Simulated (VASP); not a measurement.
Input of a VASP 6.6.1 run:

File INCAR:

```
  PREC = Accurate
  ENCUT = 520
  EDIFF = 1E-6
  ISMEAR = -1
  SIGMA = 0.05
  LREAL = F
  LASPH = T
  NELM = 150
  ALGO = Normal
  ISIF = 2
  LWAVE = F
  LCHARG = T
  LMAXMIX = 4
  LDAU = T
  LDAUTYPE = 2
  LDAUL = 2 -1
  LDAUU = 4.5 0
  LDAUJ = 0 0
  LDAUPRINT = 1
  GGA = PE
  LELF = T
  LVHAR = T
  NBANDS = 25
```

Contents of KPOINTS:

```
regular mesh
0
Gamma
  10 10 5
```

The input POSCAR:

```
CuO
1.0
    0.1896038200     -2.1722883700     -2.0431441000
   -2.0197235200      0.1062952100     -1.9598354900
    2.3832003700      2.2858393900     -4.3894430400
Cu O
2 2
Direct
    0.4562322400      0.5306856300      0.4854117400
    0.9742842800      0.9858673900      0.0243612000
    0.8016626700      0.7447211200      0.7392802400
    0.2678208100      0.2387258700      0.2509468100
```

Potentials or basis: VASP PAW PBE potentials, release 64 (Cu, O).

Run with:

```sh
$ cat potpaw_PBE.64/Cu/POTCAR potpaw_PBE.64/O/POTCAR > POTCAR
$ mpirun -np 1 vasp_std > vasp.out
```

Problem. Estimate the largest force.

Solution. 1.499 eV/Å.

Problem. Predict the pressure.

Solution. -6.1 GPa.

Problem. What does it give for the band gap on the k mesh?

Solution. Zero (bands 17 and 18 overlap by 0.74 eV).

Eigenvalues of the final occupation matrices:
```tsv
site	spin	trace	eigenvalues
site 1 d	1	4.65	0.87 0.88 0.97 0.97 0.97
site 1 d	2	4.65	0.87 0.88 0.97 0.97 0.97
site 2 d	1	4.65	0.84 0.92 0.96 0.97 0.97
site 2 d	2	4.65	0.84 0.92 0.96 0.97 0.97
```

Caveat: the cell stands under tension; U without spin polarisation on a metal has little footing; forces of over 1 eV/Å act on the atoms, so gaps and moduli don't describe the material at rest.
